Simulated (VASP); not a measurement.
## C: single point with PBE

Crystal: C.

```
CELL_PARAMETERS angstrom
0.00000 1.72990 1.72990
1.72990 0.00000 1.72990
1.72990 1.72990 0.00000
ATOMIC_POSITIONS crystal
C 0.50000 0.50000 0.50000
C 0.75000 0.75000 0.75000
```

This cell differs from its parent crystal: strain -0.030 along x and y, -0.030 along z.

```json
{
 "Program": "VASP 6.6.1",
 "Task": "single point",
 "Functional": "PBE",
 "Potentials or basis": "VASP PAW PBE potentials, release 64 (C)",
 "Cutoff": "520 eV",
 "k mesh": "12 × 12 × 12",
 "Occupations": "gaussian, width 0.05 eV",
 "Spin": "no spin polarisation"
}
```

The pressure is 50.3 GPa and the band gap on the k mesh is 4.37 eV, indirect (least direct gap 5.84 eV).

Levels at points of the mesh, in eV from the valence-band top:
```tsv
k point	band 1	band 2	band 3	band 4	band 5	band 6	band 7	band 8	band 9
(0.00, 0.00, 0.00)	-22.74	0.00	0.00	0.00	5.84	5.84	5.84	15.49	20.51
(0.50, 0.00, 0.00)	-16.42	-14.43	-3.04	-3.04	8.84	8.84	10.12	16.52	23.27
(0.50, 0.50, 0.00)	-13.44	-13.44	-6.87	-6.87	4.95	4.95	18.25	18.25	25.02
```

Run time: 6.2 s on 1 thread of AMD EPYC 7R43 64-Core Processor (Zen 3) (shared host), peak memory 0.08 GiB.

Caveat: the cell differs from its parent crystal (strain -0.030 along x and y, -0.030 along z). A k mesh can miss the band edges.
